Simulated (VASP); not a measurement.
Runs of VASP 6.6.1 on Bi. The structure is that of space group Im-3m (No. 229), or close to it. The cells are those of the table. This isn't the form of Bi at room conditions, which is rhombohedral.

```csv
cell,gap on the mesh (eV),pressure (GPa)
"a = 3.193 Å, angles 109.5°, 1 atom",none,11.8
"a = 3.376 Å, angles 109.5°, 1 atom",none,-2.4
"a = 3.461 Å, angles 109.5°, 1 atom",none,-5.8
"a = 3.332 Å, angles 109.5°, 1 atom",none,(a)
"a = 3.241 Å, angles 109.5°, 1 atom",none,(b)
"a = 3.419 Å, angles 109.5°, 1 atom",none,-4.3
"a = 3.287 Å, angles 109.5°, 1 atom",none,3.2
```

Alike in all rows: task single point; level PBEsol+D3(BJ); potentials or basis VASP PAW PBE potentials, release 64 (Bi_d); no spin polarisation; k mesh 18 × 18 × 18; cutoff (eV) 520; smearing gaussian 0.15 eV.

**Question.** Fill in the values left out.

**Answer.** (a) 0.1; (b) 7.0.

Caveats: the PAW data sets were made with another functional, which shifts forces and pressure a little; spin-orbit coupling is left out, which moves the levels of the heavy elements; the cell stands under pressure (at least some runs); the cell stands under tension (at least some runs).

A k mesh can miss the band edges, and the runs leave out spin-orbit coupling on Bi.

A gap of «none» marks levels without a gap at the run's occupations.
